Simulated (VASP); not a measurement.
InBi, 2 atoms in the cell. It takes space group F-43m (No. 216, cubic). Conventional cell: a = 6.722 Å, b = 6.722 Å, c = 6.722 Å, α = 90.00°, β = 90.00°, γ = 90.00°. In (site symmetry -43m) has 4 Bi at 2.91 Å within 3.8 Å. Bi (site symmetry -43m) has 4 In at 2.91 Å within 3.8 Å. 

| Quantity | Value |
| --- | --- |
| Program | VASP 6.6.1 |
| Task | vibrations by perturbation theory |
| Functional | PBEsol |
| Potentials or basis | VASP PAW PBE potentials, release 64 (In_d, Bi_d) |
| Cutoff | 520 eV |
| k mesh | 10 × 10 × 10 |
| Occupations | fermi-dirac, width 0.08 eV |
| Spin | no spin polarisation |
| Dipole correction | no |
| Further INCAR settings | ALGO = Normal; EDIFF = 1e-08; IBRION = 8; NSW = 1 |

Potentials or basis: VASP PAW PBE potentials, release 64 (In_d, Bi_d).

Command:

```bash
$ cat potpaw_PBE.64/In_d/POTCAR potpaw_PBE.64/Bi_d/POTCAR > POTCAR
$ mpirun -np 1 vasp_std > vasp.out
```

Hardware: 1 thread of AMD EPYC 7R43 64-Core Processor (Zen 3) (shared host).

Estimate the wall time of this run.

Wall time 20 min on 1 thread of AMD EPYC 7R43 64-Core Processor (Zen 3), with other jobs on the host, peak memory 0.6 GiB. Counts: scf iterations 48, k points 47.
